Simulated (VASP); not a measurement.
Here is a VASP 6.6.1 calculation.

Contents of POSCAR:

```
As2Pt
1.0
    6.0093797585      0.0000000000      0.0000000000
    0.0000000000      6.0093797585      0.0000000000
    0.0000000000      0.0000000000      6.0093797585
As Pt
8 4
Direct
    0.3840512993      0.3840512993      0.3840512993
    0.1159487007      0.6159487007      0.8840512993
    0.8840512993      0.1159487007      0.6159487007
    0.6159487007      0.8840512993      0.1159487007
    0.6159487007      0.6159487007      0.6159487007
    0.8840512993      0.3840512993      0.1159487007
    0.1159487007      0.8840512993      0.3840512993
    0.3840512993      0.1159487007      0.8840512993
    0.0000000000      0.0000000000      0.0000000000
    0.5000000000      0.0000000000      0.5000000000
    0.5000000000      0.5000000000      0.0000000000
    0.0000000000      0.5000000000      0.5000000000
```

Contents of INCAR.step1:

```
PREC     = Accurate       # precision mode
ENCUT    = 550            # plane-wave cutoff, eV
ISMEAR   = -1             # smearing method
SIGMA    = 0.02           # smearing width, eV
LREAL    = F              # projectors in reciprocal space
LASPH    = T              # aspherical terms in the spheres
NELM     = 120            # most SCF steps
NBANDS   = 52             # bands
GGA      = PE             # functional
ALGO     = Normal         # electronic algorithm
EDIFF    = 1E-5           # SCF threshold, eV
LWAVE    = T              # write WAVECAR
LCHARG   = F              # write CHGCAR
GGA_COMPAT= F
```

INCAR.step2

```
PREC     = Accurate       # precision mode
ENCUT    = 550            # plane-wave cutoff, eV
EDIFF    = 1E-6           # SCF threshold, eV
ISMEAR   = -1             # smearing method
SIGMA    = 0.02           # smearing width, eV
LREAL    = F              # projectors in reciprocal space
LASPH    = T              # aspherical terms in the spheres
NELM     = 120            # most SCF steps
ALGO     = Normal         # electronic algorithm
ISIF     = 2              # what is computed and relaxed
LWAVE    = F              # write WAVECAR
LCHARG   = T              # write CHGCAR
METAGGA  = R2SCAN         # meta-GGA
LMIXTAU  = T            
LELF     = T              # ELF
LVHAR    = T            
NBANDS   = 52             # bands
ISTART   = 1            
GGA_COMPAT= F
```

KPOINTS

```
regular mesh
0
Gamma
  4 4 4
```

Potentials or basis: VASP PAW PBE potentials, release 64 (As, Pt).

Run with:

```bash
$ cat potpaw_PBE.64/As/POTCAR potpaw_PBE.64/Pt/POTCAR > POTCAR
$ cp INCAR.step1 INCAR
$ mpirun -np 1 vasp_std > vasp.out
$ cp INCAR.step2 INCAR
$ mpirun -np 1 vasp_std > vasp.out
```

Question: Predict the pressure.

Answer: 0.0 GPa.

Question: Predict the largest force.

Answer: 0.012 eV/Å.

Forces in eV/Å, atoms in the order of the input:
```
As  -0.007 -0.007 -0.007
As   0.007  0.007 -0.007
As  -0.007  0.007  0.007
As   0.007 -0.007  0.007
As   0.007  0.007  0.007
As  -0.007 -0.007  0.007
As   0.007 -0.007 -0.007
As  -0.007  0.007 -0.007
Pt   0.000  0.000  0.000
Pt   0.000  0.000  0.000
Pt   0.000  0.000  0.000
Pt   0.000  0.000  0.000
```

Caveat: the PAW data sets were made with another functional, which shifts forces and pressure a little.
